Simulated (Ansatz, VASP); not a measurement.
## Two plane-wave programs on C

```
C
1.0
     2.46570    0.00000    0.00000
    -1.23285    2.13536    0.00000
     0.00000    0.00000   17.50000
C
4
Direct
  0.33333 0.66667 0.25714
  0.66667 0.33333 0.25714
  0.83333 0.16667 0.41200
  0.50000 0.50000 0.41200
```

Alike in both runs: task single point; functional PBE; dispersion D3(BJ); k mesh 15 × 15 × 1; occupations gaussian, width 0.1 eV; no spin polarisation.

|  | VASP | Ansatz |
| --- | --- | --- |
| version | VASP 6.6.1 | Ansatz 0.2.0 |
| potentials or method | VASP PAW PBE potentials, release 64 (C), cutoff 520 eV | scalar-relativistic, plane waves, PAW |
| valence electrons in the cell | 16 | 16 |

|  | VASP | Ansatz | Ansatz less VASP |
| --- | --- | --- | --- |
| gap on the k mesh at the Fermi level (eV) | 0.48 | 0.48 | +0.002 |
| least direct gap on the mesh (eV) | 0.48 | 0.48 | +0.002 |
| rms of the force components (eV/Å) | 0.310 | 0.309 | -0.0003 |

Atom by atom the forces differ by 0.000 eV/Å (rms over components).
